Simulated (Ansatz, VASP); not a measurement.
**TiSe in VASP and in Ansatz**

```
Ti Se
1.0
     0.00000    2.83548    2.83548
     2.83548    0.00000    2.83548
     2.83548    2.83548    0.00000
Ti Se
1 1
Cartesian
  0.0000 0.0000 0.0000
  1.4177 1.4177 1.4177
```

Alike in both runs: task single point; functional PBEsol; k mesh 10 × 10 × 10; occupations gaussian, width 0.05 eV; collinear spin.

|  | VASP | Ansatz |
| --- | --- | --- |
| version | VASP 6.6.1 | Ansatz 0.2.0 |
| potentials or method | VASP PAW PBE potentials, release 64 (Ti_sv, Se), cutoff 520 eV | scalar-relativistic, plane waves, PAW |
| valence electrons in the cell | 18 | 28 |

|  | VASP | Ansatz | Ansatz less VASP |
| --- | --- | --- | --- |
| gap on the k mesh at the Fermi level (eV) | none | none | - |
| pressure (GPa) | 1.4 | 1.2 | -0.18 |
| net moment per atom (μB) | 0.47 | 0.47 | -0.001 |
| size of the moment on the site where the two differ most (μB) | 0.77 | 0.70 | -0.073 |

VASP's potentials were made for PBE, not for PBEsol. Site moments also hang on the region over which each program counts them. A gap of «none» marks a metal or a gap that the smearing closes. VASP's potentials hold 18 valence electrons a cell and Ansatz's 28, so a difference there can come from the potentials and not from the codes.
